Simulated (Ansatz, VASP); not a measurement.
**ZrSnTe3: VASP beside Ansatz**

```xyz
5
Lattice="5.6022 0.0000 0.0000 0.0000 5.6022 0.0000 0.0000 0.0000 5.6022" Properties=species:S:1:pos:R:3 pbc="T T T"
Sn    0.0000    0.0000    0.0000
Zr    2.8011    2.8011    2.8011
Te    2.8011    2.8011    0.0000
Te    2.8011    0.0000    2.8011
Te    0.0000    2.8011    2.8011
```

Alike in both runs: task single point; functional PBE; k mesh 4 × 4 × 4; occupations gaussian, width 0.05 eV; no spin polarisation.

```csv
,VASP,Ansatz
version,VASP 6.6.1,Ansatz 0.2.0
potentials or method,"VASP PAW PBE potentials, release 64 (Sn_d, Zr_sv, Te), cutoff 500 eV","scalar-relativistic, plane waves, PAW"
valence electrons in the cell,44,74
```

```tsv
	VASP	Ansatz	Ansatz less VASP
gap on the k mesh at the Fermi level (eV)	none	none	-
pressure (GPa)	0.1	0.1	+0.02
```

A gap of «none» marks a metal or a gap that the smearing closes. The functional is the same, so the differences come from potentials, cutoffs and numerics. VASP's potentials hold 44 valence electrons a cell and Ansatz's 74, so a difference there can come from the potentials and not from the codes.

Neither program's run includes spin-orbit coupling.
